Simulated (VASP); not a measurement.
Set up this calculation in VASP 6.6.1, as the native input.

```yaml
Task: relaxation of cell and atoms
Functional: PBE
Potentials_or_basis: VASP PAW PBE potentials, release 64 (Zr_sv, Ti_sv, N)
Cutoff: 600 eV
k_mesh: 6 × 6 × 2
Occupations: gaussian, width 0.2 eV
Spin: no spin polarisation
Dipole_correction: no
Further_INCAR_settings: ALGO = Normal; EDIFF = 1e-07; IBRION = 2; EDIFFG = -0.025; NSW = 80; ISIF = 3
```

The structure of Zr5TiN6 lies in POSCAR:

```
Zr5TiN6
1.0
    3.2443361891      0.0275952939     -0.0312596623
    0.0275952939      3.2454130632      0.0606449747
   -0.1323290694      0.2567236006     13.7593379830
Zr Ti N
5 1 6
Direct
    0.0666463976      0.0044352902      0.8363973316
    0.4717686163      0.5047430329      0.0133585019
    0.0910094859      0.0047364297      0.1750000297
    0.5250273807      0.4417901815      0.3348064320
    0.5026220615      0.5509416048      0.6710505292
    0.0045627217     -0.0753325518      0.5010758468
   -0.1008139477     -0.0530906111     -0.0041839961
    0.5377376914      0.5239005960      0.1702129688
   -0.0287967895      0.0252973844      0.3293018571
    0.4271702024      0.5046223196      0.4965623356
    0.0081941514      0.0373435087      0.6531200784
    0.4948720283      0.5306128151      0.8232980851
```

These files were run (other wordings do the same):

INCAR

```
  ALGO = Normal
  EDIFF = 1E-7
  EDIFFG = -0.025
  ENCUT = 600
  GGA = PE
  IBRION = 2
  ISIF = 3
  ISMEAR = 0
  LASPH = T
  LCHARG = F
  LREAL = F
  LWAVE = F
  NELM = 60
  NSW = 80
  PREC = Accurate
  SIGMA = 0.2
```

KPOINTS

```
k-points
0
Gamma
  6 6 2
```

Potentials or basis: VASP PAW PBE potentials, release 64 (Zr_sv, Ti_sv, N).

Launch:

```console
$ cat potpaw_PBE.64/Zr_sv/POTCAR potpaw_PBE.64/Ti_sv/POTCAR potpaw_PBE.64/N/POTCAR > POTCAR
$ mpirun -np 1 vasp_std > vasp.out
```

It gave:

- Relaxed volume: 11.78 Å³/atom
- Relaxed cell: a = 3.219 Å, b = 3.219 Å, c = 13.639 Å, α = 90.00°, β = 90.00°, γ = 90.01°
- Space group after relaxing (to 0.1 Å): P4/mmm (No. 123)
- Energy gained by relaxing: 299.3 meV/atom
- Ionic steps: 26
- Pressure after relaxing: 0.0 GPa
- Largest force after relaxing: 0.025 eV/Å
- Band gap on the k mesh: zero (bands 51 and 52 overlap by 3.28 eV)

Wall time 110 min on 1 thread of Intel(R) Xeon(R) 6975P-C (Granite Rapids), on a shared host, peak memory 0.54 GiB.
